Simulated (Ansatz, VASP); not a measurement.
One calculation of Ni, two programs

```
CELL_PARAMETERS angstrom
0.00000 1.71246 1.71246
1.71246 0.00000 1.71246
1.71246 1.71246 0.00000
ATOMIC_POSITIONS crystal
Ni 0.00000 0.00000 0.00000
```

Alike in both runs: task single point; functional LDA; k mesh 16 × 16 × 16; collinear spin.

|  | VASP | Ansatz |
| --- | --- | --- |
| version | VASP 6.6.1 | Ansatz 0.2.0 |
| potentials or method | VASP PAW LDA potentials, release 64 (Ni), cutoff 520 eV | plane waves (420 eV) with PAW, scalar-relativistic |
| occupations | methfessel-paxton of order 1, width 0.01 eV | cold, width 0.01 eV |
| valence electrons in the cell | 10 | 18 |

```tsv
	VASP	Ansatz	Ansatz less VASP
pressure (GPa)	-0.7	-0.7	+0.07
net moment per atom (μB)	0.57	0.57	0.000
size of the moment on the site where the two differ most (μB)	0.57	0.59	+0.026
```

Ansatz warns that its potentials were made for another functional, while VASP's fit it. LDA's correlation is that of Perdew and Zunger in VASP and of Perdew and Wang (1992) in Ansatz. Site moments also hang on the region over which each program counts them. VASP's potentials hold 10 valence electrons a cell and Ansatz's 18, so a difference there can come from the potentials and not from the codes. Ansatz's warnings: stability check not made.
